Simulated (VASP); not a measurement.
SnO, 4 atoms in the cell. Symmetry: P6_3mc, No. 186, hexagonal system. Conventional cell: a = 4.119 Å, b = 4.119 Å, c = 5.411 Å, α = 90.00°, β = 90.00°, γ = 120.00°. Within 2.9 Å of Sn (site symmetry 3m) lie 4 O at 2.16 to 2.44 Å. O (site symmetry 3m) has 4 Sn at 2.16 to 2.44 Å within 2.9 Å. 

| Quantity | Value |
| --- | --- |
| Program | VASP 6.6.1 |
| Task | relaxation of cell and atoms |
| Functional | r2SCAN |
| Potentials or basis | VASP PAW PBE potentials, release 64 (Sn_d, O) |
| Cutoff | 600 eV |
| k mesh | 12 × 12 × 6 |
| Occupations | gaussian, width 0.02 eV |
| Spin | no spin polarisation |
| Dipole correction | no |
| Further INCAR settings | ALGO = Normal; EDIFF = 1e-07; IBRION = 2; EDIFFG = -0.01; NSW = 80; ISIF = 3 |

Potentials or basis: VASP PAW PBE potentials, release 64 (Sn_d, O).

The run is started by

```bash
$ cat potpaw_PBE.64/Sn_d/POTCAR potpaw_PBE.64/O/POTCAR > POTCAR
$ cp INCAR.step1 INCAR
$ mpirun -np 1 vasp_std > vasp.out
$ cp INCAR.step2 INCAR
$ mpirun -np 1 vasp_std > vasp.out
```

Hardware: 1 thread of Oxide Virtual Turin-like Processor, on a shared host.

Question: Estimate the wall time of this run.

Answer: Run time: 100 min on 1 thread of Oxide Virtual Turin-like Processor, on a shared host, peak memory 0.34 GiB. Counts: k points 76, ion steps 6.
